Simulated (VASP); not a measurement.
Here is a VASP 6.6.1 calculation.

File INCAR:

```
SYSTEM = NaLaMnMoO6
  PREC = Accurate
  ENCUT = 520
  EDIFF = 1E-6
  ISMEAR = -1
  SIGMA = 0.05
  LREAL = .False.
  LASPH = .True.
  NELM = 100
  ALGO = Normal
  ISIF = 2
  LWAVE = .False.
  LCHARG = .False.
  ISPIN = 2
  MAGMOM = 0 0 4 1 0 0 0 0 0 0
  LORBIT = 11
  LMAXMIX = 6
  KPAR = 4
```

KPOINTS

```
regular mesh
0
Gamma
  6 6 6
  0 0 0
```

File POSCAR:

```
NaLaMnMoO6                              
1.0
    4.6131314871     -2.6702734431      0.0007802609
    4.6131314871      2.6702734431      0.0007802609
   -3.1017740540      0.0000000000      4.3677385492
  Na              La              Mn              Mo              O             
     1     1     1     1     6
Direct
     0.2496615261434138    0.2496615261434138    0.7439870802753904
     0.7511599064283588    0.7511599064283588    0.2545285535205353
     0.4992862723576524    0.4992862723576524    0.4993177689468770
     0.0008959083174024    0.0008959083174024    0.0010292442948282
     0.2799042528637569    0.7763449725339222    0.2839265827238689
     0.7763449725339222    0.2799042528637569    0.2839265827238689
     0.2535945608950622    0.2535945608950622    0.1960211906282220
     0.7463324491193284    0.7463324491193284    0.7987619076995685
     0.2268586319609740    0.7162515193801282    0.7201805445934208
     0.7162515193801282    0.2268586319609740    0.7201805445934208
```

KPOINTS_OPT

```
path XGY,LGZ,NGM,RG
15
line-mode
reciprocal
 0.0000000000  0.0000000000 -0.5000000000  X
 0.0000000000  0.0000000000  0.0000000000  G

 0.0000000000  0.0000000000  0.0000000000  G
 0.5000000000  0.0000000000  0.0000000000  Y

 0.5000000000  0.0000000000 -0.5000000000  L
 0.0000000000  0.0000000000  0.0000000000  G

 0.0000000000  0.0000000000  0.0000000000  G
-0.5000000000 -0.5000000000  0.5000000000  Z

-0.5000000000 -0.5000000000  0.0000000000  N
 0.0000000000  0.0000000000  0.0000000000  G

 0.0000000000  0.0000000000  0.0000000000  G
 0.0000000000 -0.5000000000  0.5000000000  M

 0.0000000000 -0.5000000000  0.0000000000  R
 0.0000000000  0.0000000000  0.0000000000  G
```

Potentials or basis: VASP PAW LDA potentials, release 64 (Na_pv, La, Mn_pv, Mo_sv, O).

Launch:

```sh
$ cat potpaw_LDA.64/Na_pv/POTCAR potpaw_LDA.64/La/POTCAR potpaw_LDA.64/Mn_pv/POTCAR potpaw_LDA.64/Mo_sv/POTCAR potpaw_LDA.64/O/POTCAR > POTCAR
$ mpirun -np 4 vasp_std > vasp.out
```

(1) Predict the pressure.

(2) What does it give for the band gap along the path?

Answers

(1) 0.3 GPa.

(2) zero within the smearing.

Caveat: spin-orbit coupling is left out, which moves the levels of the heavy elements; a cell with one magnetic atom can't hold antiferromagnetic order, which such compounds often take; semilocal functionals often make such compounds metallic where correlation or magnetic order opens a gap, which also shifts bond lengths.
